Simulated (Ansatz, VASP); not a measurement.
# One calculation of Ni, two programs

File INCAR:

```
SYSTEM = Ni
  ALGO = Normal
  EDIFF = 1E-7
  ENCUT = 520
  ISIF = 2
  ISMEAR = 1
  LASPH = .True.
  LCHARG = .False.
  LREAL = .False.
  LWAVE = .False.
  NBANDS = 22
  NELM = 80
  PREC = Accurate
  SIGMA = 0.001
```

File KPOINTS:

```
k-points
0
Gamma
  14 14 5
  0 0 0
```

The input POSCAR:

```
Ni
1.0
    0.0000000000      1.7619350000      1.7619350000
   -1.7619350000      1.7619350000      0.0000000000
   -3.5238700000     -3.5238700000      3.5238700000
Ni
3
Direct
    0.0000000000      0.0000000000      0.0000000000
    0.3333333333      0.3333333333      0.3333333333
    0.6666666667      0.6666666667      0.6666666667
```

Input for Ansatz:

```yaml
crystal:
  lattice:
    - [0.0, 1.761935, 1.761935]
    - [-1.761935, 1.761935, 0.0]
    - [-3.52387, -3.52387, 3.52387]
  atoms:
    - { symbol: Ni, position: [0.0, 0.0, 0.0] }
    - { symbol: Ni, position: [0.3333333333, 0.3333333333, 0.3333333333] }
    - { symbol: Ni, position: [0.6666666667, 0.6666666667, 0.6666666667] }
kpoints:
  mp_grid: { grid: [14, 14, 5] }
scf:
  occupations: { method: cold, width: 0.001 }
  lower_state_search: "off"
hamiltonian:
  xc: lda
  pseudopotentials: { kind: paw }
output:
  forces: true
  stress: true
  eigenvalues: true
```

Alike in both runs: task single point; functional LDA; k mesh 14 × 14 × 5; no spin polarisation.

|  | VASP | Ansatz |
| --- | --- | --- |
| version | VASP 6.6.1 | Ansatz 0.2.0 |
| potentials or method | VASP PAW LDA potentials, release 64 (Ni) | PAW with Ansatz's default frozen-core files, scalar-relativistic |
| plane-wave cutoff (eV) | 520 | 420 |
| occupations | methfessel-paxton of order 1, width 0.001 eV | cold, width 0.001 eV |
| valence electrons in the cell | 30 | 54 |

|  | VASP | Ansatz | Ansatz less VASP |
| --- | --- | --- | --- |
| gap on the k mesh at the Fermi level (eV) | none | none | - |
| pressure (GPa) | -18.9 | -19.1 | -0.21 |

LDA's correlation is that of Perdew and Zunger in VASP and of Perdew and Wang (1992) in Ansatz. A gap of «none» marks a metal or a gap that the smearing closes. VASP's potentials hold 30 valence electrons a cell and Ansatz's 54, so a difference there can come from the potentials and not from the codes.
